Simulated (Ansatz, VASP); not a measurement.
**Two plane-wave programs on Ti3Se**

INCAR

```
SYSTEM = Ti3Se
PREC = Accurate
ENCUT = 520
EDIFF = 1E-6
ISMEAR = -1
SIGMA = 0.05
LREAL = .False.
LASPH = .True.
NELM = 150
ALGO = Normal
ISIF = 2
LWAVE = .False.
LCHARG = .False.
LMAXMIX = 4
LDAU = .True.
LDAUTYPE = 2
LDAUL = -1 2
LDAUU = 0 3
LDAUJ = 0 0
LDAUPRINT = 1
GGA = PE
NBANDS = 29
```

File KPOINTS:

```
regular mesh
0
Gamma
  10 10 4
  0 0 0
```

Contents of POSCAR:

```
Ti3Se
1.0
    3.1974455988      0.0000000000      0.0000000000
   -1.5987227994      2.7690691158      0.0000000000
    0.0000000000      0.0000000000      7.9427450000
Se Ti
1 3
Direct
    0.0000000000      0.0000000000      0.0000000000
    0.6666666667      0.3333333333      0.5000000000
    0.3333333333      0.6666666667      0.7729020000
    0.3333333333      0.6666666667      0.2270980000
```

File input.yaml:

```yaml
crystal:
  lattice:
    - [3.1974455988, 0.0, 0.0]
    - [-1.5987227994, 2.7690691158, 0.0]
    - [0.0, 0.0, 7.942745]
  atoms:
    - { symbol: Se, position: [0.0, 0.0, 0.0] }
    - { symbol: Ti, position: [0.6666666667, 0.3333333333, 0.5] }
    - { symbol: Ti, position: [0.3333333333, 0.6666666667, 0.772902] }
    - { symbol: Ti, position: [0.3333333333, 0.6666666667, 0.227098] }
hamiltonian:
  xc: pbe
  pseudopotentials: { kind: paw }
  hubbard: { sites: [{ species: Ti, l: d, u_eff: 3.0 }] }
kpoints:
  mp_grid: { grid: [10, 10, 4] }
  band_path:
    path:
      - [[0.0, 0.0, 0.0], [0.5, 0.0, 0.0], [0.3333333333, 0.3333333333, 0.0], [0.0, 0.0, 0.0], [0.0, 0.0, 0.5], [0.5, 0.0, 0.5], [0.3333333333, 0.3333333333, 0.5], [0.0, 0.0, 0.5]]
      - [[0.5, 0.0, 0.5], [0.5, 0.0, 0.0]]
      - [[0.3333333333, 0.3333333333, 0.0], [0.3333333333, 0.3333333333, 0.5]]
    npoints: 14
scf:
  occupations: { method: fermi_dirac, width: 0.05 }
  n_extra_bands: 10
output:
  forces: true
  stress: true
  eigenvalues: true
  fatbands: false
```

Alike in both runs: functional PBE; k mesh 10 × 10 × 4; occupations fermi-dirac, width 0.05 eV; no spin polarisation; Hubbard terms Ti d U = 3.0 eV.

|  | VASP | Ansatz |
| --- | --- | --- |
| version | VASP 6.6.1 | Ansatz 0.2.0 |
| potentials or method | VASP PAW PBE potentials, release 64 (Se, Ti_sv) | Ansatz PAW |
| plane-wave cutoff (eV) | 520 | 420 |
| valence electrons in the cell | 42 | 52 |
| task | single point | band structure |

Ansatz gave:

| Property | Result |
| --- | --- |
| gap on the k mesh at the Fermi level (eV) | none |
| pressure (GPa) | 3.7 |
| traceless stress, the component that is largest in VASP (GPa) | 1.32 |
| rms of the force components (eV/Å) | 0.018 |

**Question.** Which values does VASP return?

**Answer.** gap on the k mesh at the Fermi level (eV): none; pressure (GPa): 4.9; traceless stress, the component that is largest in VASP (GPa): 1.60; rms of the force components (eV/Å): 0.001.

The programs project onto different local orbitals, so the same U acts differently, and such runs can settle in different states. Atom by atom the forces differ by 0.020 eV/Å (rms over components). A gap of «none» marks a metal or a gap that the smearing closes. VASP's potentials hold 42 valence electrons a cell and Ansatz's 52, so a difference there can come from the potentials and not from the codes.
